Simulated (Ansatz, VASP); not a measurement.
Two plane-wave programs on ZrB

File POSCAR:

```
ZrB
1.0
    0.0000000000      2.4556827944      2.4556827944
    2.4556827944      0.0000000000      2.4556827944
    2.4556827944      2.4556827944      0.0000000000
Zr B
1 1
Direct
    0.5000000000      0.5000000000      0.5000000000
    0.0000000000      0.0000000000      0.0000000000
```

Contents of INCAR.step1:

```
PREC = Accurate
ENCUT = 520
ISMEAR = 0
SIGMA = 0.05
LREAL = F
LASPH = T
NELM = 100
NBANDS = 14
GGA = PE
ALGO = Normal
EDIFF = 1E-4
LWAVE = T
LCHARG = F
```

Contents of INCAR.step2:

```
PREC = Accurate
ENCUT = 520
EDIFF = 1E-7
ISMEAR = 0
SIGMA = 0.05
LREAL = F
LASPH = T
NELM = 100
ALGO = Normal
ISIF = 2
LWAVE = F
LCHARG = F
METAGGA = R2SCAN
LMIXTAU = T
NBANDS = 14
ISTART = 1
```

The input KPOINTS:

```
regular mesh
0
Gamma
  12 12 12
```

Input for Ansatz:

```yaml
crystal:
  lattice:
    - [0.0, 2.4556827944, 2.4556827944]
    - [2.4556827944, 0.0, 2.4556827944]
    - [2.4556827944, 2.4556827944, 0.0]
  atoms:
    - { symbol: Zr, position: [0.5, 0.5, 0.5] }
    - { symbol: B, position: [0.0, 0.0, 0.0] }
basis:
  ecutwfc: 500
  ecutrho_ratio: 4
kpoints:
  mp_grid: { grid: [12, 12, 12] }
hamiltonian:
  xc: r2scan
scf:
  occupations: { method: gaussian, width: 0.05 }
output:
  forces: true
  stress: true
  eigenvalues: true
```

Alike in both runs: task single point; functional r2SCAN; k mesh 12 × 12 × 12; occupations gaussian, width 0.05 eV; no spin polarisation.

|  | VASP | Ansatz |
| --- | --- | --- |
| version | VASP 6.6.1 | Ansatz 0.2.0 |
| potentials or method | VASP PAW PBE potentials, release 64 (Zr_sv, B), cutoff 520 eV | scalar-relativistic, plane waves, PAW |
| valence electrons in the cell | 15 | 15 |

```tsv
	VASP	Ansatz	Ansatz less VASP
gap on the k mesh at the Fermi level (eV)	none	none	-
pressure (GPa)	0.1	0.0	-0.05
```

VASP's potentials were made for PBE, not for r2SCAN. A gap of «none» marks a metal or a gap that the smearing closes. With one functional, cell and mesh, what is left measures potentials, basis and numerics.
